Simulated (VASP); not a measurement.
# W4S in VASP: notebook

Runs on W4S. Level: PBE. Tasks: single point.

All numbers are computed with VASP 6.6.1; they aren't measurements. Logs are shortened: lines on timing, memory, paths and dates and some standing lists are left out, and cuts for length are marked.

**1. The cell of the first run**

The cell holds a slab with vacuum, 5 atoms: a = 3.184 Å, b = 3.184 Å, c = 20.143 Å, α = 90.00°, β = 90.00°, γ = 90.00°.

**2. Single point, PBE**

INCAR reads:

```
SYSTEM = W4S
PREC = Accurate
ENCUT = 520
EDIFF = 1E-6
ISMEAR = 0
SIGMA = 0.1
LREAL = .False.
LASPH = .True.
NELM = 100
ALGO = Normal
ISIF = 2
LWAVE = .False.
LCHARG = .False.
LDIPOL = .True.
IDIPOL = 3
DIPOL = 0.5 0.5 0.360
GGA = PE
NBANDS = 39
```

KPOINTS reads:

```
regular mesh
0
Gamma
  8 8 1
  0 0 0
```

POSCAR reads:

```
W4S
1.0
    3.1836991688      0.0000000000      0.0000000000
    0.0000000000      3.1836991688      0.0000000000
    0.0000000000      0.0000000000     20.1425775749
W S
4 1
Direct
    0.5000000000      0.5000000000      0.1985843165
    0.0000000000      0.0000000000      0.2776134069
    0.5000000000      0.5000000000      0.3599451800
    0.0000000000      0.0000000000      0.4290700901
    0.0000000000      0.1250000000      0.5359686657
```

Potentials or basis: VASP PAW PBE potentials, release 64 (W_sv, S).

Launch:

```bash
cat potpaw_PBE.64/W_sv/POTCAR potpaw_PBE.64/S/POTCAR > POTCAR
mpirun -np 1 vasp_std > vasp.out
```

OUTCAR:

```text
SYSTEM = W4S
   PREC = Accurate
   ENCUT = 520
   EDIFF = 1E-6
   ISMEAR = 0
   LREAL = .False.
   LASPH = .True.
   NELM = 100
   ISIF = 2
   GGA = PE

 ion  position               nearest neighbor table
   1  0.500  0.500  0.199-   2 2.76   2 2.76   2 2.76   2 2.76   3 3.25
   2  0.000  0.000  0.278-   1 2.76   1 2.76   1 2.76   1 2.76   3 2.80   3 2.80   3 2.80   3 2.80
                             4 3.05
   3  0.500  0.500  0.360-   4 2.65   4 2.65   4 2.65   4 2.65   2 2.80   2 2.80   2 2.80   2 2.80
                             1 3.25
   4  0.000  0.000  0.429-   5 2.19   3 2.65   3 2.65   3 2.65   3 2.65   2 3.05
   5  0.000  0.125  0.536-   4 2.19

  LATTYP: Found a simple tetragonal cell.
 ALAT       =     3.1836991688
 C/A-ratio  =     6.3267841925

  Lattice vectors:

 A1 = (   3.1836991688,   0.0000000000,   0.0000000000)
 A2 = (   0.0000000000,   3.1836991688,   0.0000000000)
 A3 = (   0.0000000000,   0.0000000000,  20.1425775749)

Analysis of symmetry for initial positions (statically):
=====================================================================
 Subroutine PRICEL returns:
 Original cell was already a primitive cell.

 Routine SETGRP: Setting up the symmetry group for a
 simple tetragonal supercell.

 Subroutine GETGRP returns: Found  2 space group operations
 (whereof  2 operations were pure point group operations)
 out of a pool of 16 trial point group operations.

The static configuration has the point symmetry C_1h.

Analysis of symmetry for dynamics (positions and initial velocities):
=====================================================================
 Subroutine PRICEL returns:
 Original cell was already a primitive cell.

 Routine SETGRP: Setting up the symmetry group for a
 simple tetragonal supercell.

 Subroutine GETGRP returns: Found  2 space group operations
 (whereof  2 operations were pure point group operations)
 out of a pool of 16 trial point group operations.

The dynamic configuration has the point symmetry C_1h.

 Subroutine INISYM returns: Found  2 space group operations
 (whereof  2 operations are pure point group operations),
 and found     1 'primitive' translations

----------------------------------------------------------------------------------------

                                     Primitive cell

  volume of cell :     204.1640

  direct lattice vectors                    reciprocal lattice vectors
     3.183699169  0.000000000  0.000000000     0.314100029  0.000000000  0.000000000
     0.000000000  3.183699169  0.000000000     0.000000000  0.314100029  0.000000000
     0.000000000  0.000000000 20.142577575     0.000000000  0.000000000  0.049646079

  length of vectors
     3.183699169  3.183699169 20.142577575     0.314100029  0.314100029  0.049646079

  position of ions in fractional coordinates (direct lattice)
     0.500000000  0.500000000  0.198584317
     0.000000000  0.000000000  0.277613407
     0.500000000  0.500000000  0.359945180
     0.000000000  0.000000000  0.429070090
     0.000000000  0.125000000  0.535968666

  ion indices of the primitive-cell ions
   primitive index   ion index
                 1           1
                 2           2
                 3           3
                 4           4
                 5           5

----------------------------------------------------------------------------------------

 KPOINTS: regular mesh

Automatic generation of k-mesh.
 Grid dimensions read from file:
 generate k-points for:    8    8    1

 Generating k-lattice:

  Cartesian coordinates                     Fractional coordinates (reciprocal lattice)
     0.039262504  0.000000000  0.000000000     0.125000000  0.000000000  0.000000000
     0.000000000  0.039262504  0.000000000     0.000000000  0.125000000  0.000000000
     0.000000000  0.000000000  0.049646079     0.000000000  0.000000000  1.000000000

  Length of vectors
     0.039262504  0.039262504  0.049646079

  Shift w.r.t. Gamma in fractional coordinates (k-lattice)
     0.000000000  0.000000000  0.000000000

 Subroutine IBZKPT returns following result:
 ===========================================

 Found     25 irreducible k-points:

 Following reciprocal coordinates:
            Coordinates               Weight
  0.000000  0.000000  0.000000      1.000000
  0.125000  0.000000  0.000000      2.000000
  0.000000  0.125000  0.000000      2.000000
  0.250000  0.000000  0.000000      2.000000
  0.000000  0.250000  0.000000      2.000000
  0.375000  0.000000  0.000000      2.000000
[... 16 lines left out ...]
  0.500000  0.375000  0.000000      2.000000
 -0.375000  0.500000  0.000000      2.000000
   k-points           NKPTS =     25   k-points in BZ     NKDIM =     25   number of bands    NBANDS=     39
   number of dos      NEDOS =    301   number of ions     NIONS =      5
   total plane-waves  NPLWV =  86400
   dimension x,y,z NGX =    24 NGY =   24 NGZ =  150
   dimension x,y,z NGXF=    48 NGYF=   48 NGZF=  300
   ions per type =               4   1
   NGX,Y,Z   is equivalent  to a cutoff of  12.53, 12.53, 12.38 a.u.
   NGXF,Y,Z  is equivalent  to a cutoff of  25.06, 25.06, 24.76 a.u.
 SYSTEM =  W4S
   PREC   = accura    normal or accurate (medium, high low for compatibility)
   ISTART =      0    job   : 0-new  1-cont  2-samecut
   ICHARG =      2    charge: 1-file 2-atom 10-const
   ISPIN  =      1    spin polarized calculation?
   LNONCOLLINEAR =      F non collinear calculations
   LSORBIT =      F    spin-orbit coupling
   LASPH  =      T    aspherical Exc in radial PAW
   ENCUT  =  520.0 eV  38.22 Ry    6.18 a.u.   5.92  5.92 37.45*2*pi/ulx,y,z
   NELM   =    100;   NELMIN=  2; NELMDL= -5     # of ELM steps
   EDIFF  = 0.1E-05   stopping-criterion for ELM
   LREAL  =      F    real-space projection
   EDIFFG = 0.1E-04   stopping-criterion for IOM
   NSW    =      0    number of steps for IOM
   IBRION =     -1    ionic relax: 0-MD 1-quasi-New 2-CG
   NFREE  =      0    steps in history (QN), initial steepest desc. (CG)
   ISIF   =      2    stress and relaxation
   ISYM   =      2    0-nonsym 1-usesym 2-fastsym
   POTIM  = 0.5000    time-step for ionic-motion
   TEBEG  =    0.0;   TEEND  =   0.0 temperature during run
   PSTRESS=    0.0 pullay stress
   NELECT =      62.0000    total number of electrons
   NUPDOWN=      -1.0000    fix difference up-down
   EMIN   =  10.00;   EMAX   =-10.00  energy-range for DOS
   EFERMI =   0.00;   METHOD = LEGACY
   ISMEAR =     0;   SIGMA  =   0.10  broadening in eV -4-tet -1-fermi 0-gaus
   EFERMI_NEDOS =   21; number of points for ismear=-14 and -15
   IALGO  =     38    algorithm
   IMIX   =      4    mixing-type and parameters
     AMIX     =   0.40;   BMIX     =  1.00
     AMIX_MAG =   1.60;   BMIX_MAG =  1.00
  volume/ion in A,a.u.               =      40.83       275.55
  Fermi-wavevector in a.u.,A,eV,Ry     =   1.100388  2.079431 16.474654  1.210853
  Thomas-Fermi vector in A             =   2.236798
   LORBIT       =      0    0 simple, 1 ext, 2 COOP (PROOUT), +10 PAW based schemes
   GGA     = PE    functional components
   LHFCALC =     F    Hartree Fock is set to
   AEXX    =    0.0000 exact exchange contribution
   IVDW    =     0    specifies the selected vdW correction
   LEPSILON=     F    determine dielectric tensor
   LRPA    =     F    only Hartree local field effects (RPA)
 non-spin polarized calculation
 Gauss-broadening in eV      SIGMA  =   0.10
  energy-cutoff  :      520.00
  volume of cell :      204.16
 maximum number of plane-waves:      5576
   NGX = 11   NGY = 11   NGZ = 75

 dipolmoment           0.000000      0.000000     -0.016920 electrons x Angstroem

 number of electron      61.9999993 magnetization

 dipolmoment           0.000000      0.000000      0.078539 electrons x Angstroem

 Free energy of the ion-electron system (eV)
  ---------------------------------------------------
  ext. energy  EPLUGINS =         0.00000000
  ---------------------------------------------------
  free energy    TOTEN  =       -52.07799946 eV

  energy without entropy =      -52.04924402  energy(sigma->0) =      -52.06362174

 E-fermi :   1.0397     XC(G=0):  -6.2591

 val. band max:        1.0366883112   @ k =   0.0000   0.1250   0.0000
 cond. band min:       1.0840188200   @ k =   0.3750   0.0000   0.0000
 fundamental gap:      0.0473305089
 Fermi energy:         1.0396863283

 k-point     1 :       0.0000    0.0000    0.0000
  band No.  band energies     occupation
      1     -72.8188      2.00000
      2     -72.7709      2.00000
      3     -72.7026      2.00000
      4     -72.5537      2.00000
      5     -37.2592      2.00000
      6     -37.2386      2.00000
[... 31 lines left out ...]
     38       3.9695      0.00000
     39       4.3112      0.00000

 k-point     2 :       0.1250    0.0000    0.0000
  band No.  band energies     occupation
      1     -72.8120      2.00000
      2     -72.7652      2.00000
      3     -72.7051      2.00000
      4     -72.5591      2.00000
      5     -37.3478      2.00000
      6     -37.2613      2.00000
[... 31 lines left out ...]
     38       3.6016      0.00000
     39       3.8547      0.00000

 k-point     3 :       0.0000    0.1250    0.0000
  band No.  band energies     occupation
      1     -72.8120      2.00000
      2     -72.7652      2.00000
      3     -72.7051      2.00000
      4     -72.5591      2.00000
      5     -37.3502      2.00000
      6     -37.2612      2.00000
[... 832 lines left out ...]
 k-point    23 :       0.5000    0.3750    0.0000
  band No.  band energies     occupation
      1     -72.7476      2.00000
      2     -72.7345      2.00000
      3     -72.7086      2.00000
      4     -72.5965      2.00000
      5     -37.5473      2.00000
      6     -37.5262      2.00000
[... 31 lines left out ...]
     38       4.5972      0.00000
     39       4.6117      0.00000

 k-point    24 :      -0.3750    0.5000    0.0000
  band No.  band energies     occupation
      1     -72.7476      2.00000
      2     -72.7345      2.00000
      3     -72.7086      2.00000
      4     -72.5965      2.00000
      5     -37.5474      2.00000
      6     -37.5269      2.00000
[... 31 lines left out ...]
     38       4.5902      0.00000
     39       4.6114      0.00000

 [... further k-points ...]

------------------------ aborting loop because EDIFF is reached ----------------------------------------

 vacuum level on the upper side and lower side of the slab       (xc-potential included)         0.441        -0.952

  FORCE on cell =-STRESS in cart. coord.  units (eV):
  Direction    XX          YY          ZZ          XY          YZ          ZX
  --------------------------------------------------------------------------------------
  -------------------------------------------------------------------------------------
  Total       -3.0060250     -3.3404038      0.0971751      0.0000000      0.2783535      0.0000000
  in kB      -23.5897901    -26.2138286      0.7625819      0.0000000      2.1843803      0.0000000
  external PRESSURE =     -16.3470123 kB  Pullay stress =       0.0000000 kB

 VOLUME and BASIS-vectors are now :
 -----------------------------------------------------------------------------
  energy-cutoff  :      520.00
  volume of cell :      204.16
      direct lattice vectors                 reciprocal lattice vectors
     3.183699169  0.000000000  0.000000000     0.314100029  0.000000000  0.000000000
     0.000000000  3.183699169  0.000000000     0.000000000  0.314100029  0.000000000
     0.000000000  0.000000000 20.142577575     0.000000000  0.000000000  0.049646079

 POSITION                                       TOTAL-FORCE (eV/Angst)
 -----------------------------------------------------------------------------------
      1.59185      1.59185      4.00000         0.000000      0.056815      1.991383
      0.00000      0.00000      5.59185         0.000000     -0.020846     -2.268493
      1.59185      1.59185      7.25022         0.000000     -0.304679     -1.758396
      0.00000      0.00000      8.64258         0.000000      0.243489      2.023991
      0.00000      0.39796     10.79579         0.000000      0.025221      0.011514
 -----------------------------------------------------------------------------------
    total drift:                                0.000000     -0.000070     -0.000607

  FREE ENERGIE OF THE ION-ELECTRON SYSTEM (eV)
  ---------------------------------------------------
  free  energy   TOTEN  =       -52.0779994613 eV

  energy  without entropy=      -52.0492440181  energy(sigma->0) =      -52.06362174

 vacuum level on the upper side and lower side of the slab         6.532         5.069
```

It took 6 min on 1 thread of Intel Xeon 6975P-C, shared host; peak memory 0.37 GiB.

Results:

| Quantity | Value |
| --- | --- |
| Free energy | -52.0780 eV |
| Largest force | 2.269 eV/Å |
| Band gap on the k mesh | zero (band 31 reaches 2.96 eV, above the bottom of band 32 at 0.93 eV) |

Forces in eV/Å, atoms in the order of the input:
```
W    0.000  0.057  1.991
W    0.000 -0.021 -2.268
W    0.000 -0.305 -1.758
W    0.000  0.243  2.024
S    0.000  0.025  0.012
```

Caveat: spin-orbit coupling is left out, which moves the levels of the heavy elements.

(Part 1 of 2 ends here.)
